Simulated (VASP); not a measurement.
# GaN (P6_3mc) in VASP: notebook

The runs below take GaN through single point, with PBE.

Program: VASP 6.6.1. These are calculated values, not measurements. Logs are shortened: lines on timing, memory, paths and dates and some standing lists are left out, and cuts for length are marked.

## (1) The cell of the first run

The structure is hexagonal, space group P6_3mc (No. 186). The conventional cell has a = 3.219 Å, b = 3.219 Å, c = 5.244 Å, α = 90.00°, β = 90.00°, γ = 120.00°. Ga (site symmetry 3m) has 4 N at 1.91 to 2.17 Å within 2.5 Å. Within 2.5 Å of N (site symmetry 3m) lie 4 Ga at 1.91 to 2.17 Å.

## (2) Single point, PBE (atoms displaced along a vibrational mode)

Contents of INCAR:

```
ALGO = Normal
EDIFF = 1E-6
ENCUT = 600
GGA = PE
GGA_COMPAT = F
ISIF = 2
ISMEAR = 0
LASPH = T
LCHARG = T
LELF = T
LREAL = F
LVHAR = T
LWAVE = F
NBANDS = 26
NELM = 120
PREC = Accurate
SIGMA = 0.01
```

Contents of KPOINTS:

```
k-points
0
Gamma
  12 12 6
```

Contents of POSCAR:

```
GaN
1.0
    3.2186242699      0.0000000000      0.0000000000
   -1.6093121350      2.7874103830      0.0000000000
    0.0000000000      0.0000000000      5.2435492390
Ga N
2 2
Direct
    0.3333333333      0.6666666667     -0.0183547758
    0.6666666667      0.3333333333      0.4816452242
    0.3333333333      0.6666666667      0.3953547758
    0.6666666667      0.3333333333      0.8953547758
```

Potentials or basis: VASP PAW PBE potentials, release 64 (Ga_d, N).

On the command line:

```console
> cat potpaw_PBE.64/Ga_d/POTCAR potpaw_PBE.64/N/POTCAR > POTCAR
> mpirun -np 1 vasp_std > vasp.out
```

OUTCAR:

```text
EDIFF = 1E-6
   ENCUT = 600
   GGA = PE
   ISIF = 2
   ISMEAR = 0
   LASPH = T
   LREAL = F
   NELM = 120
   PREC = Accurate

 ion  position               nearest neighbor table
   1  0.333  0.667  0.982-   4 1.91   4 1.91   4 1.91   3 2.17
   2  0.667  0.333  0.482-   3 1.91   3 1.91   3 1.91   4 2.17
   3  0.333  0.667  0.395-   2 1.91   2 1.91   2 1.91   1 2.17
   4  0.667  0.333  0.895-   1 1.91   1 1.91   1 1.91   2 2.17

  LATTYP: Found a hexagonal cell.
 ALAT       =     3.2186242699
 C/A-ratio  =     1.6291274779

  Lattice vectors:

 A1 = (   3.2186242699,   0.0000000000,   0.0000000000)
 A2 = (  -1.6093121350,   2.7874103830,   0.0000000000)
 A3 = (   0.0000000000,   0.0000000000,   5.2435492390)

Analysis of symmetry for initial positions (statically):
=====================================================================
 Subroutine PRICEL returns:
 Original cell was already a primitive cell.

 Routine SETGRP: Setting up the symmetry group for a
 hexagonal supercell.

 Subroutine GETGRP returns: Found 12 space group operations
 (whereof  6 operations were pure point group operations)
 out of a pool of 24 trial point group operations.

The static configuration has the point symmetry C_3v.
 The point group associated with its full space group is C_6v.

Analysis of symmetry for dynamics (positions and initial velocities):
=====================================================================
 Subroutine PRICEL returns:
 Original cell was already a primitive cell.

 Routine SETGRP: Setting up the symmetry group for a
 hexagonal supercell.

 Subroutine GETGRP returns: Found 12 space group operations
 (whereof  6 operations were pure point group operations)
 out of a pool of 24 trial point group operations.

The dynamic configuration has the point symmetry C_3v.
 The point group associated with its full space group is C_6v.

 Subroutine INISYM returns: Found 12 space group operations
 (whereof  6 operations are pure point group operations),
 and found     1 'primitive' translations

----------------------------------------------------------------------------------------

                                     Primitive cell

  volume of cell :      47.0432

  direct lattice vectors                    reciprocal lattice vectors
     3.218624270  0.000000000  0.000000000     0.310691748  0.179377964  0.000000000
    -1.609312135  2.787410383  0.000000000     0.000000000  0.358755928  0.000000000
     0.000000000  0.000000000  5.243549239     0.000000000  0.000000000  0.190710520

  length of vectors
     3.218624270  3.218624270  5.243549239     0.358755928  0.358755928  0.190710520

  position of ions in fractional coordinates (direct lattice)
     0.333333333  0.666666667  0.981645224
     0.666666667  0.333333333  0.481645224
     0.333333333  0.666666667  0.395354776
     0.666666667  0.333333333  0.895354776

  ion indices of the primitive-cell ions
   primitive index   ion index
                 1           1
                 2           2
                 3           3
                 4           4

----------------------------------------------------------------------------------------

 KPOINTS: k-points

Automatic generation of k-mesh.
 Grid dimensions read from file:
 generate k-points for:   12   12    6

 Generating k-lattice:

  Cartesian coordinates                     Fractional coordinates (reciprocal lattice)
     0.025890979  0.014948164  0.000000000     0.083333333  0.000000000  0.000000000
     0.000000000  0.029896327  0.000000000     0.000000000  0.083333333  0.000000000
     0.000000000  0.000000000  0.031785087     0.000000000  0.000000000  0.166666667

  Length of vectors
     0.029896327  0.029896327  0.031785087

  Shift w.r.t. Gamma in fractional coordinates (k-lattice)
     0.000000000  0.000000000  0.000000000

 Subroutine IBZKPT returns following result:
 ===========================================

 Found     76 irreducible k-points:

 Following reciprocal coordinates:
            Coordinates               Weight
  0.000000  0.000000  0.000000      1.000000
  0.083333  0.000000  0.000000      6.000000
  0.166667  0.000000  0.000000      6.000000
  0.250000  0.000000  0.000000      6.000000
  0.333333  0.000000  0.000000      6.000000
  0.416667  0.000000  0.000000      6.000000
[... 16 lines left out ...]
  0.250000  0.000000  0.166667     12.000000
  0.333333  0.000000  0.166667     12.000000
 [... further k-points ...]
   k-points           NKPTS =     76   k-points in BZ     NKDIM =     76   number of bands    NBANDS=     26
   number of dos      NEDOS =    301   number of ions     NIONS =      4
   total plane-waves  NPLWV =  32928
   dimension x,y,z NGX =    28 NGY =   28 NGZ =   42
   dimension x,y,z NGXF=    56 NGYF=   56 NGZF=   84
   ions per type =               2   2
   NGX,Y,Z   is equivalent  to a cutoff of  14.46, 14.46, 13.32 a.u.
   NGXF,Y,Z  is equivalent  to a cutoff of  28.92, 28.92, 26.63 a.u.
 SYSTEM =  unknown system
   PREC   = accura    normal or accurate (medium, high low for compatibility)
   ISTART =      0    job   : 0-new  1-cont  2-samecut
   ICHARG =      2    charge: 1-file 2-atom 10-const
   ISPIN  =      1    spin polarized calculation?
   LNONCOLLINEAR =      F non collinear calculations
   LSORBIT =      F    spin-orbit coupling
   LASPH  =      T    aspherical Exc in radial PAW
   ENCUT  =  600.0 eV  44.10 Ry    6.64 a.u.   6.43  6.43 10.47*2*pi/ulx,y,z
   NELM   =    120;   NELMIN=  2; NELMDL= -5     # of ELM steps
   EDIFF  = 0.1E-05   stopping-criterion for ELM
   LREAL  =      F    real-space projection
   EDIFFG = 0.1E-04   stopping-criterion for IOM
   NSW    =      0    number of steps for IOM
   IBRION =     -1    ionic relax: 0-MD 1-quasi-New 2-CG
   NFREE  =      0    steps in history (QN), initial steepest desc. (CG)
   ISIF   =      2    stress and relaxation
   ISYM   =      2    0-nonsym 1-usesym 2-fastsym
   POTIM  = 0.5000    time-step for ionic-motion
   TEBEG  =    0.0;   TEEND  =   0.0 temperature during run
   PSTRESS=    0.0 pullay stress
   NELECT =      36.0000    total number of electrons
   NUPDOWN=      -1.0000    fix difference up-down
   EMIN   =  10.00;   EMAX   =-10.00  energy-range for DOS
   EFERMI =   0.00;   METHOD = LEGACY
   ISMEAR =     0;   SIGMA  =   0.01  broadening in eV -4-tet -1-fermi 0-gaus
   EFERMI_NEDOS =   21; number of points for ismear=-14 and -15
   IALGO  =     38    algorithm
   IMIX   =      4    mixing-type and parameters
     AMIX     =   0.40;   BMIX     =  1.00
     AMIX_MAG =   1.60;   BMIX_MAG =  1.00
  volume/ion in A,a.u.               =      11.76        79.37
  Fermi-wavevector in a.u.,A,eV,Ry     =   1.497419  2.829713 30.507869  2.242265
  Thomas-Fermi vector in A             =   2.609310
   LORBIT       =      0    0 simple, 1 ext, 2 COOP (PROOUT), +10 PAW based schemes
   GGA     = PE    functional components
   LHFCALC =     F    Hartree Fock is set to
   AEXX    =    0.0000 exact exchange contribution
   IVDW    =     0    specifies the selected vdW correction
   LEPSILON=     F    determine dielectric tensor
   LRPA    =     F    only Hartree local field effects (RPA)
 non-spin polarized calculation
 Gauss-broadening in eV      SIGMA  =   0.01
  energy-cutoff  :      600.00
  volume of cell :       47.04
 maximum number of plane-waves:      1591
 NGX is ok and might be reduce to    28
   NGX = 13   NGY = 13   NGZ = 21

 number of electron      36.0000006 magnetization

 Free energy of the ion-electron system (eV)
  ---------------------------------------------------
  ext. energy  EPLUGINS =         0.00000000
  ---------------------------------------------------
  free energy    TOTEN  =       -24.05147530 eV

  energy without entropy =      -24.05147530  energy(sigma->0) =      -24.05147530

 E-fermi :   5.3871     XC(G=0): -11.5066

 val. band max:        5.2672611372   @ k =   0.0000   0.0000   0.0000
 cond. band min:       6.7935164460   @ k =   0.0000   0.0000   0.0000
 fundamental gap:      1.5262553088
 Fermi energy:         5.3870838617

 k-point     1 :       0.0000    0.0000    0.0000
  band No.  band energies     occupation
      1     -10.8315      2.00000
      2     -10.0920      2.00000
      3      -8.4658      2.00000
      4      -8.4658      2.00000
      5      -8.4278      2.00000
      6      -8.4278      2.00000
[... 18 lines left out ...]
     25      16.3077      0.00000
     26      16.3077      0.00000

 k-point     2 :       0.0833    0.0000    0.0000
  band No.  band energies     occupation
      1     -10.7642      2.00000
      2     -10.0663      2.00000
      3      -8.4676      2.00000
      4      -8.4532      2.00000
      5      -8.4206      2.00000
      6      -8.4130      2.00000
[... 18 lines left out ...]
     25      15.9852      0.00000
     26      16.5165      0.00000

 k-point     3 :       0.1667    0.0000    0.0000
  band No.  band energies     occupation
      1     -10.5815      2.00000
      2     -10.0015      2.00000
      3      -8.4566      2.00000
      4      -8.4211      2.00000
      5      -8.3936      2.00000
      6      -8.3725      2.00000
[... 18 lines left out ...]
     25      15.7469      0.00000
     26      17.0341      0.00000

 k-point     4 :       0.2500    0.0000    0.0000
  band No.  band energies     occupation
      1     -10.3431      2.00000
      2      -9.9277      2.00000
      3      -8.4282      2.00000
      4      -8.3862      2.00000
      5      -8.3393      2.00000
      6      -8.3177      2.00000
[... 18 lines left out ...]
     25      16.2666      0.00000
     26      17.5877      0.00000

 k-point     5 :       0.3333    0.0000    0.0000
  band No.  band energies     occupation
      1     -10.1328      2.00000
      2      -9.8717      2.00000
      3      -8.4060      2.00000
      4      -8.3652      2.00000
      5      -8.2832      2.00000
      6      -8.2656      2.00000
[... 18 lines left out ...]
     25      16.4709      0.00000
     26      17.9379      0.00000

 k-point     6 :       0.4167    0.0000    0.0000
  band No.  band energies     occupation
      1     -10.0058      2.00000
      2      -9.8422      2.00000
      3      -8.4017      2.00000
      4      -8.3583      2.00000
      5      -8.2719      2.00000
      6      -8.2588      2.00000
[... 427 lines left out ...]
 k-point    21 :       0.0833    0.0000    0.1667
  band No.  band energies     occupation
      1     -10.6996      2.00000
      2     -10.0903      2.00000
      3      -8.4655      2.00000
      4      -8.4525      2.00000
      5      -8.4252      2.00000
      6      -8.4175      2.00000
[... 18 lines left out ...]
     25      15.8401      0.00000
     26      16.3012      0.00000

 k-point    22 :       0.1667    0.0000    0.1667
  band No.  band energies     occupation
      1     -10.5239      2.00000
      2     -10.0188      2.00000
      3      -8.4534      2.00000
      4      -8.4196      2.00000
      5      -8.3991      2.00000
      6      -8.3773      2.00000
[... 18 lines left out ...]
     25      15.6246      0.00000
     26      16.8277      0.00000

 k-point    23 :       0.2500    0.0000    0.1667
  band No.  band energies     occupation
      1     -10.2970      2.00000
      2      -9.9370      2.00000
      3      -8.4263      2.00000
      4      -8.3824      2.00000
      5      -8.3494      2.00000
      6      -8.3230      2.00000
[... 18 lines left out ...]
     25      16.3019      0.00000
     26      17.4389      0.00000

 k-point    24 :       0.3333    0.0000    0.1667
  band No.  band energies     occupation
      1     -10.0997      2.00000
      2      -9.8743      2.00000
      3      -8.4074      2.00000
      4      -8.3585      2.00000
      5      -8.3051      2.00000
      6      -8.2719      2.00000
[... 18 lines left out ...]
     25      16.5828      0.00000
     26      17.9729      0.00000

 [... further k-points ...]

------------------------ aborting loop because EDIFF is reached ----------------------------------------

  FORCE on cell =-STRESS in cart. coord.  units (eV):
  Direction    XX          YY          ZZ          XY          YZ          ZX
  --------------------------------------------------------------------------------------
  -------------------------------------------------------------------------------------
  Total        1.7167004      1.7167004     -1.3146868     -0.0000000      0.0000000      0.0000000
  in kB       58.4666966     58.4666966    -44.7750778     -0.0000000      0.0000000      0.0000000
  external PRESSURE =      24.0527718 kB  Pullay stress =       0.0000000 kB

 VOLUME and BASIS-vectors are now :
 -----------------------------------------------------------------------------
  energy-cutoff  :      600.00
  volume of cell :       47.04
      direct lattice vectors                 reciprocal lattice vectors
     3.218624270  0.000000000  0.000000000     0.310691748  0.179377964  0.000000000
    -1.609312135  2.787410383  0.000000000     0.000000000  0.358755928  0.000000000
     0.000000000  0.000000000  5.243549239     0.000000000  0.000000000  0.190710520

 POSITION                                       TOTAL-FORCE (eV/Angst)
 -----------------------------------------------------------------------------------
     -0.00000      1.85827      5.14731        -0.000000      0.000000      1.170517
      1.60931      0.92914      2.52553         0.000000      0.000000      1.170517
     -0.00000      1.85827      2.07306        -0.000000      0.000000     -1.170517
      1.60931      0.92914      4.69484         0.000000     -0.000000     -1.170517
 -----------------------------------------------------------------------------------
    total drift:                                0.000000      0.000000      0.000241

  FREE ENERGIE OF THE ION-ELECTRON SYSTEM (eV)
  ---------------------------------------------------
  free  energy   TOTEN  =       -24.0514752982 eV

  energy  without entropy=      -24.0514752982  energy(sigma->0) =      -24.05147530
```

Wall time 53 s (1 thread of Intel Xeon 6975P-C (Granite Rapids), shared host); peak memory 0.23 GiB.

Results:

- Free energy: -24.0515 eV
- Pressure: 2.4 GPa
- Largest force: 1.171 eV/Å
- Band gap on the k mesh: 1.53 eV

Forces in eV/Å, atoms in the order of the input:
```
Ga   0.000  0.000  1.171
Ga   0.000  0.000  1.171
N    0.000  0.000 -1.171
N    0.000  0.000 -1.171
```

Stress tensor (GPa, compression positive):
```
 5.85  0.00  0.00
 0.00  5.85  0.00
 0.00  0.00 -4.48
```

Caveat: the cell differs from its parent crystal (atoms displaced along a vibrational mode); forces of over 1 eV/Å act on the atoms, so gaps and moduli don't describe the material at rest.

## (3) Single point, PBE (atoms displaced along a vibrational mode)

Contents of INCAR:

```
SYSTEM = GaN
PREC = Accurate
ENCUT = 600
EDIFF = 1E-6
ISMEAR = 0
SIGMA = 0.01
LREAL = .False.
LASPH = .True.
NELM = 120
ALGO = Normal
ISIF = 2
LWAVE = .False.
LCHARG = .False.
GGA = PE
NBANDS = 26
GGA_COMPAT = .False.
```

Contents of KPOINTS:

```
Automatic mesh
0
Gamma
  12 12 6
  0 0 0
```

Contents of POSCAR:

```
GaN
1.0
    3.2186242699      0.0000000000      0.0000000000
   -1.6093121350      2.7874103830      0.0000000000
    0.0000000000      0.0000000000      5.2435492390
Ga N
2 2
Direct
    0.3333333333      0.6666666667     -0.0276001810
    0.6666666667      0.3333333333      0.4723998190
    0.3333333333      0.6666666667      0.4046001810
    0.6666666667      0.3333333333      0.9046001810
```

Potentials or basis: VASP PAW PBE potentials, release 64 (Ga_d, N).

On the command line:

```console
> cat potpaw_PBE.64/Ga_d/POTCAR potpaw_PBE.64/N/POTCAR > POTCAR
> mpirun -np 1 vasp_std > vasp.out
```

Run time: 53 s. Hardware: 1 thread of Intel Xeon 6975P-C (Granite Rapids), shared host; peak memory 0.23 GiB.

It converged, with:

| Quantity | Value |
| --- | --- |
| Free energy | -23.8131 eV |
| Pressure | 4.3 GPa |
| Largest force | 1.243 eV/Å |
| Band gap on the k mesh | 1.53 eV |

Forces on the atoms (eV/Å):
```
Ga   0.000  0.000  1.243
Ga   0.000  0.000  1.243
N    0.000  0.000 -1.243
N    0.000  0.000 -1.243
```

Stress tensor (GPa, compression positive):
```
 8.42  0.00  0.00
 0.00  8.42  0.00
 0.00  0.00 -3.79
```

Levels at points of the mesh, in eV from the valence-band top:
```tsv
k point	band 14	band 15	band 16	band 17	band 18	band 19	band 20	band 21	band 22	band 23
(0.00, 0.00, 0.00)	-1.35	-1.35	-0.58	-0.58	0.00	1.53	3.31	8.78	9.41	9.41
(0.50, 0.00, 0.00)	-6.06	-3.58	-3.20	-1.93	-1.60	4.46	5.05	5.82	8.04	9.01
(0.00, 0.00, 0.50)	-3.57	-0.97	-0.97	-0.97	-0.97	3.67	3.67	7.77	7.77	9.84
(0.50, 0.00, 0.50)	-6.97	-2.60	-2.60	-1.49	-1.49	4.18	4.18	6.55	6.55	9.35
```

Caveat: the cell differs from its parent crystal (atoms displaced along a vibrational mode); the cell stands under pressure; forces of over 1 eV/Å act on the atoms, so gaps and moduli don't describe the material at rest.

(Part 1 of 2 ends here.)
